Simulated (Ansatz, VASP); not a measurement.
AlN in VASP and in Ansatz

The input INCAR:

```
SYSTEM = AlN
  PREC = Accurate
  ENCUT = 600
  EDIFF = 1E-7
  ISMEAR = -1
  SIGMA = 0.05
  LREAL = .FALSE.
  LASPH = .TRUE.
  NELM = 100
  ALGO = Normal
  ISIF = 3
  LWAVE = .FALSE.
  LCHARG = .FALSE.
  GGA = RE
  IVDW = 12
  IBRION = 2
  NSW = 60
  EDIFFG = -0.01
```

KPOINTS

```
regular mesh
0
G
  10 10 6
  0 0 0
```

The input POSCAR:

```
AlN
1.0
    3.1130000000      0.0000000000      0.0000000000
   -1.5565000000      2.6959370820      0.0000000000
    0.0000000000      0.0000000000      4.9810000000
Al N
2 2
Direct
    0.6666666667      0.3333333333      0.5000000000
    0.3333333333      0.6666666667      0.0000000000
    0.6666666667      0.3333333333      0.8800000000
    0.3333333333      0.6666666667      0.3800000000
```

input.yaml

```yaml
crystal:
  lattice:
    - [3.113, 0.0, 0.0]
    - [-1.5565, 2.695937082, 0.0]
    - [0.0, 0.0, 4.981]
  atoms:
    - { symbol: Al, position: [0.6666666667, 0.3333333333, 0.5] }
    - { symbol: Al, position: [0.3333333333, 0.6666666667, 0.0] }
    - { symbol: "N", position: [0.6666666667, 0.3333333333, 0.88] }
    - { symbol: "N", position: [0.3333333333, 0.6666666667, 0.38] }
hamiltonian:
  xc: revpbe
  pseudopotentials: { kind: paw }
  dispersion: d3bj
kpoints:
  mp_grid: { grid: [10, 10, 6] }
scf:
  occupations: { method: fermi_dirac, width: 0.05 }
output:
  forces: true
  stress: true
  write_density: true
  write_potential: true
  elf: true
  volumetric_format: npy
relax:
  f_tol: 0.01
  max_steps: 40
  cell: { stress_tol: 0.05 }
```

Alike in both runs: task relaxation of cell and atoms; functional revPBE; dispersion D3(BJ); k mesh 10 × 10 × 6; occupations fermi-dirac, width 0.05 eV; no spin polarisation.

|  | VASP | Ansatz |
| --- | --- | --- |
| version | VASP 6.6.1 | Ansatz 0.2.0 |
| potentials or method | VASP PAW PBE potentials, release 64 (Al, N) | Ansatz PAW |
| plane-wave cutoff (eV) | 600 | 420 |
| valence electrons in the cell | 16 | 16 |

Ansatz gave:

* gap on the k mesh at the Fermi level, each at its own relaxed structure (eV): 4.30
* relaxed volume (Å³/atom): 10.34
* relaxed cell length with the largest relative difference (Å): 4.964

**Question.** What did VASP give for the same quantities?

**Answer.** gap on the k mesh at the Fermi level, each at its own relaxed structure (eV): 4.34; relaxed volume (Å³/atom): 10.31; relaxed cell length with the largest relative difference (Å): 4.958.

VASP's potentials were made for PBE, not for revPBE.

Noted on Ansatz's run: the plane-wave basis is chosen anew once the cell has moved, so the energies of steps on either side of that aren't comparable.
